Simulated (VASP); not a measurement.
A run of VASP 6.6.1 is set up as follows.

The input POSCAR:

```
BP
1.0
    0.0000000000      2.2827359537      2.2495436674
    2.2827359537      0.0000000000      2.2495436674
    2.2827359537      2.2827359537      0.0000000000
B P
1 1
Direct
    0.0000000000      0.0000000000      0.0000000000
    0.2500000000      0.2500000000      0.2500000000
```

File INCAR.step1:

```
SYSTEM = BP
ALGO = Normal
EDIFF = 1E-8
ENCUT = 500
GGA = PS
ISMEAR = 0
LASPH = .True.
LCHARG = .False.
LREAL = .False.
LWAVE = .True.
NELM = 100
PREC = Accurate
SIGMA = 0.01
```

The input INCAR.step2:

```
SYSTEM = BP
ALGO = Exact
EDIFF = 1E-8
ENCUT = 500
GGA = PS
ISMEAR = 0
ISTART = 1
LASPH = .True.
LCHARG = .False.
LOPTICS = .True.
LREAL = .False.
LWAVE = .True.
NBANDS = 57
NELM = 1
PREC = Accurate
SIGMA = 0.01
```

Contents of INCAR.step3:

```
SYSTEM = BP
ALGO = EVGW0
EDIFF = 1E-8
ENCUT = 500
ENCUTGW = 100.0
GGA = PS
ISMEAR = 0
ISTART = 1
LASPH = .True.
LCHARG = .False.
LREAL = .False.
LWAVE = .False.
NBANDS = 57
NBANDSGW = 12
NELMGW = 1
NOMEGA = 48
PREC = Accurate
PRECFOCK = Fast
SIGMA = 0.01
```

KPOINTS

```
k-points
0
Gamma
  4 4 4
  0 0 0
```

Potentials or basis: VASP PAW PBE potentials, release 64 (B_GW, P_GW).

Launch:

```sh
$ cat potpaw_PBE.64/B_GW/POTCAR potpaw_PBE.64/P_GW/POTCAR > POTCAR
$ cp INCAR.step1 INCAR
$ mpirun -np 1 vasp_std > vasp.out
$ cp INCAR.step2 INCAR
$ mpirun -np 1 vasp_std > vasp.out
$ cp INCAR.step3 INCAR
$ mpirun -np 1 vasp_std > vasp.out
```

Q: Predict the quasiparticle gap.

A: 1.61 eV.

Q: Estimate the least direct quasiparticle gap.

A: 4.03 eV.

Q: Estimate the band gap on the k mesh, mean-field level.

A: 1.01 eV, indirect (least direct gap 3.19 eV).

Caveat: the k points lie up to 0.60 Å⁻¹ apart; bands, screening cutoff and mesh are small and nothing is extrapolated, so the quasiparticle values aren't converged. A k mesh can miss the band edges.
